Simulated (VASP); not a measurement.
# Al2Cu (I4/mmm) in VASP: notebook, part 2 of 2

VASP 6.6.1. The steps go on from the part before.

## (4) Single point, LDA

This run uses another cell than the first one, of 15.98 Å³/atom, 1.041 times its volume.

INCAR reads:

```
SYSTEM = Al2Cu
  ALGO = Fast
  EDIFF = 1E-6
  ENCUT = 520
  ISIF = 2
  ISMEAR = -1
  LASPH = .True.
  LCHARG = .True.
  LELF = .True.
  LREAL = .False.
  LVHAR = .True.
  LWAVE = .False.
  NBANDS = 16
  NELM = 60
  PREC = Accurate
  SIGMA = 0.05
```

KPOINTS reads:

```
k-points
0
Gamma
  9 9 9
  0 0 0
```

POSCAR reads:

```
Al2Cu
1.0
   -2.0437838356      2.0437838356      2.8699759675
    2.0437838356     -2.0437838356      2.8699759675
    2.0437838356      2.0437838356     -2.8699759675
Cu Al
1 2
Direct
    0.5000000000      0.5000000000      0.0000000000
    0.2500000000      0.7500000000      0.5000000000
    0.7500000000      0.2500000000      0.5000000000
```

Potentials or basis: VASP PAW LDA potentials, release 64 (Cu, Al).

Launch:

```console
cat potpaw_LDA.64/Cu/POTCAR potpaw_LDA.64/Al/POTCAR > POTCAR
mpirun -np 1 vasp_std > vasp.out
```

OUTCAR:

```text
SYSTEM = Al2Cu
   EDIFF = 1E-6
   ENCUT = 520
   ISIF = 2
   ISMEAR = -1
   LASPH = .True.
   LREAL = .False.
   NELM = 60
   PREC = Accurate

 ion  position               nearest neighbor table
   1  0.500  0.500  0.000-   2 2.50   3 2.50   2 2.50   3 2.50   2 2.50   3 2.50   2 2.50   3 2.50

   2  0.250  0.750  0.500-   1 2.50   1 2.50   1 2.50   1 2.50   3 2.87   3 2.87   3 2.89   3 2.89
                             3 2.89   3 2.89
   3  0.750  0.250  0.500-   1 2.50   1 2.50   1 2.50   1 2.50   2 2.87   2 2.87   2 2.89   2 2.89
                             2 2.89   2 2.89

  LATTYP: Found a body centered tetragonal cell.
 ALAT       =     4.0875676712
 C/A-ratio  =     1.4042463383

  Lattice vectors:

 A1 = (  -2.0437838356,   2.0437838356,   2.8699759675)
 A2 = (   2.0437838356,  -2.0437838356,   2.8699759675)
 A3 = (   2.0437838356,   2.0437838356,  -2.8699759675)

Analysis of symmetry for initial positions (statically):
=====================================================================
 Subroutine PRICEL returns:
 Original cell was already a primitive cell.

 Routine SETGRP: Setting up the symmetry group for a
 body centered tetragonal supercell.

 Subroutine GETGRP returns: Found 16 space group operations
 (whereof 16 operations were pure point group operations)
 out of a pool of 16 trial point group operations.

The static configuration has the point symmetry D_4h.

Analysis of symmetry for dynamics (positions and initial velocities):
=====================================================================
 Subroutine PRICEL returns:
 Original cell was already a primitive cell.

 Routine SETGRP: Setting up the symmetry group for a
 body centered tetragonal supercell.

 Subroutine GETGRP returns: Found 16 space group operations
 (whereof 16 operations were pure point group operations)
 out of a pool of 16 trial point group operations.

The dynamic configuration has the point symmetry D_4h.

 Subroutine INISYM returns: Found 16 space group operations
[... 120 lines left out ...]
  volume/ion in A,a.u.               =      15.98       107.87
  Fermi-wavevector in a.u.,A,eV,Ry     =   1.158658  2.189545 18.265648  1.342487
  Thomas-Fermi vector in A             =   2.295258
   LORBIT       =      0    0 simple, 1 ext, 2 COOP (PROOUT), +10 PAW based schemes
   GGA     = CA    functional components
   LHFCALC =     F    Hartree Fock is set to
   AEXX    =    0.0000 exact exchange contribution
   IVDW    =     0    specifies the selected vdW correction
   LEPSILON=     F    determine dielectric tensor
   LRPA    =     F    only Hartree local field effects (RPA)
 non-spin polarized calculation
 RMM-DIIS sequential band-by-band and
  energy-cutoff  :      520.00
  volume of cell :       47.95
 maximum number of plane-waves:      1308
   NGX = 15   NGY = 15   NGZ = 15

 number of electron      16.9999993 magnetization

 Free energy of the ion-electron system (eV)
  ---------------------------------------------------
  ext. energy  EPLUGINS =         0.00000000
  ---------------------------------------------------
  free energy    TOTEN  =       -13.66226783 eV

  energy without entropy =      -13.64940826  energy(sigma->0) =      -13.65583805

 E-fermi :   6.7570     XC(G=0): -10.6444

 val. band max:        6.7527349750   @ k =   0.3333   0.2222   0.0000
 cond. band min:       6.7588196507   @ k =  -0.1111   0.1111   0.1111
 fundamental gap:      0.0060846757
 Fermi energy:         6.7569614784

 k-point     1 :       0.0000    0.0000    0.0000
  band No.  band energies     occupation
      1      -3.3782      2.00000
      2       2.1655      2.00000
      3       2.1711      2.00000
      4       2.1711      2.00000
      5       2.7259      2.00000
      6       2.7346      2.00000
[... 433 lines left out ...]
      3       1.5598      2.00000
      4       2.6393      2.00000
      5       2.7029      2.00000
      6       2.8478      2.00000
[... 8 lines left out ...]
     15      17.3440      0.00000
     16      18.3927      0.00000

 [... further k-points ...]

------------------------ aborting loop because EDIFF is reached ----------------------------------------

  FORCE on cell =-STRESS in cart. coord.  units (eV):
  Direction    XX          YY          ZZ          XY          YZ          ZX
  --------------------------------------------------------------------------------------
  -------------------------------------------------------------------------------------
  Total       -1.3653798     -1.3653798     -1.3158072      0.0000000      0.0000000     -0.0000000
  in kB      -45.6200650    -45.6200650    -43.9637432      0.0000000      0.0000000     -0.0000000
  external PRESSURE =     -45.0679577 kB  Pullay stress =       0.0000000 kB

 VOLUME and BASIS-vectors are now :
 -----------------------------------------------------------------------------
  energy-cutoff  :      520.00
  volume of cell :       47.95
      direct lattice vectors                 reciprocal lattice vectors
    -2.043783836  2.043783836  2.869975967     0.000000000  0.244644268  0.174217487
     2.043783836 -2.043783836  2.869975967     0.244644268  0.000000000  0.174217487
     2.043783836  2.043783836 -2.869975967     0.244644268  0.244644268  0.000000000

 POSITION                                       TOTAL-FORCE (eV/Angst)
 -----------------------------------------------------------------------------------
      0.00000      0.00000      2.86998        -0.000000      0.000000      0.000000
      2.04378      0.00000      1.43499         0.000000     -0.000000     -0.000000
      0.00000      2.04378      1.43499        -0.000000      0.000000     -0.000000
 -----------------------------------------------------------------------------------
    total drift:                                0.000000     -0.000000      0.000000

  FREE ENERGIE OF THE ION-ELECTRON SYSTEM (eV)
  ---------------------------------------------------
  free  energy   TOTEN  =       -13.6622678316 eV

  energy  without entropy=      -13.6494082633  energy(sigma->0) =      -13.65583805
```

OSZICAR:

```text
N       E                     dE             d eps       ncg     rms          rms(c)
DAV:   1     0.604098353919E+02    0.60410E+02   -0.68523E+03  2408   0.114E+03
DAV:   2    -0.133021738985E+02   -0.73712E+02   -0.65408E+02  2560   0.202E+02
DAV:   3    -0.159312999444E+02   -0.26291E+01   -0.25731E+01  3264   0.432E+01
DAV:   4    -0.159850645286E+02   -0.53765E-01   -0.53744E-01  2776   0.525E+00
DAV:   5    -0.159875234482E+02   -0.24589E-02   -0.24588E-02  3704   0.131E+00    0.148E+01
RMM:   6    -0.180130230067E+02   -0.20255E+01   -0.37462E+01  3015   0.951E+01    0.127E+01
RMM:   7    -0.137465627530E+02    0.42665E+01   -0.11033E+01  2729   0.543E+01    0.148E+00
RMM:   8    -0.136727364911E+02    0.73826E-01   -0.67604E-01  2563   0.132E+01    0.850E-01
RMM:   9    -0.136611963641E+02    0.11540E-01   -0.83836E-02  3051   0.179E+00    0.176E-01
RMM:  10    -0.136635230764E+02   -0.23267E-02   -0.16581E-02  3112   0.175E+00    0.286E-01
RMM:  11    -0.136645656973E+02   -0.10426E-02   -0.14930E-02  2939   0.187E+00    0.383E-01
RMM:  12    -0.136621701531E+02    0.23955E-02   -0.43669E-03  2969   0.109E+00    0.187E-02
RMM:  13    -0.136622539721E+02   -0.83819E-04   -0.92902E-04  3544   0.217E-01    0.206E-02
RMM:  14    -0.136622684272E+02   -0.14455E-04   -0.13460E-04  3560   0.875E-02    0.394E-02
RMM:  15    -0.136622689760E+02   -0.54877E-06   -0.18609E-05  3046   0.537E-02    0.271E-02
RMM:  16    -0.136622678359E+02    0.11400E-05   -0.52230E-06  2898   0.359E-02    0.265E-02
RMM:  17    -0.136622678316E+02    0.43087E-08   -0.22508E-06  2034   0.142E-02
   1 F= -.13662268E+02 E0= -.13655838E+02  d E =-.128596E-01
```

Wall time 44 s (1 thread of Intel Xeon 6975P-C (Granite Rapids), shared host); peak memory 0.17 GiB.

Results:

```yaml
Free_energy: -13.6623 eV
Pressure: -4.5 GPa
```

Stress tensor (GPa, compression positive):
```
-4.56  0.00  0.00
 0.00 -4.56  0.00
 0.00  0.00 -4.40
```

## (5) Single point, LDA

This run uses another cell than the first one, of 16.30 Å³/atom, 1.061 times its volume.

INCAR reads:

```
PREC = Accurate ; ENCUT = 520
EDIFF = 1E-6 ; ISMEAR = -1
SIGMA = 0.05 ; LREAL = F
LASPH = T ; NELM = 80
ALGO = Fast ; ISIF = 2
LWAVE = F ; LCHARG = F
GGA = CA ; NBANDS = 16
```

KPOINTS reads:

```
regular mesh
0
Gamma
  9 9 9
```

POSCAR reads:

```
Al2Cu
1.0
   -2.0570555311      2.0570555311      2.8886126973
    2.0570555311     -2.0570555311      2.8886126973
    2.0570555311      2.0570555311     -2.8886126973
Cu Al
1 2
Direct
    0.5000000000      0.5000000000      0.0000000000
    0.2500000000      0.7500000000      0.5000000000
    0.7500000000      0.2500000000      0.5000000000
```

Launch:

```console
cat potpaw_LDA.64/Cu/POTCAR potpaw_LDA.64/Al/POTCAR > POTCAR
mpirun -np 1 vasp_std > vasp.out
```

Wall time 44 s (1 thread of Intel Xeon 6975P-C (Granite Rapids), shared host); peak memory 0.18 GiB.

It converged, with:

```yaml
Free_energy: -13.6301 eV
Pressure: -6.3 GPa
```

Stress tensor (GPa, compression positive):
```
-6.31  0.00  0.00
 0.00 -6.31  0.00
 0.00  0.00 -6.14
```

Levels at points of the mesh, in eV from the Fermi level:
```csv
k point,band 6,band 7,band 8,band 9,band 10,band 11,band 12,band 13
"(0.00, 0.00, 0.00)",-3.96,2.78,2.86,2.86,2.91,2.91,2.96,3.79
```

## (6) Summary

```tsv
cell	gap on the mesh (eV)	pressure (GPa)
a = 4.019 Å, angles 119.8, 119.8, 90.4°, 3 atoms	none	-0.7
a = 4.046 Å, angles 119.8, 119.8, 90.4°, 3 atoms	none	-2.9
a = 4.073 Å, angles 119.8, 119.8, 90.4°, 3 atoms	none	-4.5
a = 4.100 Å, angles 119.8, 119.8, 90.4°, 3 atoms	none	-6.3
```

Alike in all rows: task single point; level LDA; potentials or basis VASP PAW LDA potentials, release 64 (Cu, Al); no spin polarisation; k mesh 9 × 9 × 9; cutoff (eV) 520; smearing fermi-dirac 0.05 eV.

Absolute energies hang on the potentials; compare differences alone.
